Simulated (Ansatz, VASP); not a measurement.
**Ni: VASP beside Ansatz**

The input INCAR:

```
SYSTEM = Ni
PREC = Accurate
ENCUT = 520
EDIFF = 1E-6
ISMEAR = -1
SIGMA = 0.1
LREAL = .FALSE.
LASPH = .TRUE.
NELM = 80
ALGO = Normal
ISIF = 2
LWAVE = .FALSE.
LCHARG = .FALSE.
GGA = RE
NBANDS = 11
```

File KPOINTS:

```
Automatic mesh
0
G
  25 25 25
  0 0 0
```

POSCAR

```
Ni
1.0
    0.0000000000      1.7453061977      1.7453061977
    1.7453061977      0.0000000000      1.7453061977
    1.7453061977      1.7453061977      0.0000000000
Ni
1
Direct
    0.0000000000      0.0000000000      0.0000000000
```

Input for Ansatz:

```yaml
crystal:
  lattice:
    - [0.0, 1.7453061977, 1.7453061977]
    - [1.7453061977, 0.0, 1.7453061977]
    - [1.7453061977, 1.7453061977, 0.0]
  atoms:
    - { symbol: Ni, position: [0.0, 0.0, 0.0] }
hamiltonian:
  xc: revpbe
  pseudopotentials:
    kind: paw
    azcp:
      Ni: "pseudopotentials/Ni.paw.azcp"
basis:
  ecutwfc: 420
  fft_grid_basis: typed
kpoints:
  mp_grid: { grid: [25, 25, 25], shift: [0, 0, 0] }
magnetization:
  spin_polarized: false
scf:
  occupations: { method: fermi_dirac, width: 0.1 }
output:
  stress: true
```

Alike in both runs: task single point; functional revPBE; k mesh 25 × 25 × 25; occupations fermi-dirac, width 0.1 eV; no spin polarisation.

```csv
,VASP,Ansatz
version,VASP 6.6.1,Ansatz 0.2.0
potentials or method,"VASP PAW PBE potentials, release 64 (Ni), cutoff 520 eV","plane waves (420 eV) with PAW, scalar-relativistic"
valence electrons in the cell,10,18
```

VASP gave:

```
pressure (GPa) : 8.6
```

**Question.** Estimate Ansatz's values.

**Answer.** Pressure (GPa): 8.5.

VASP's potentials were made for PBE, not for revPBE. With one functional, cell and mesh, what is left measures potentials, basis and numerics. VASP's potentials hold 10 valence electrons a cell and Ansatz's 18, so a difference there can come from the potentials and not from the codes.
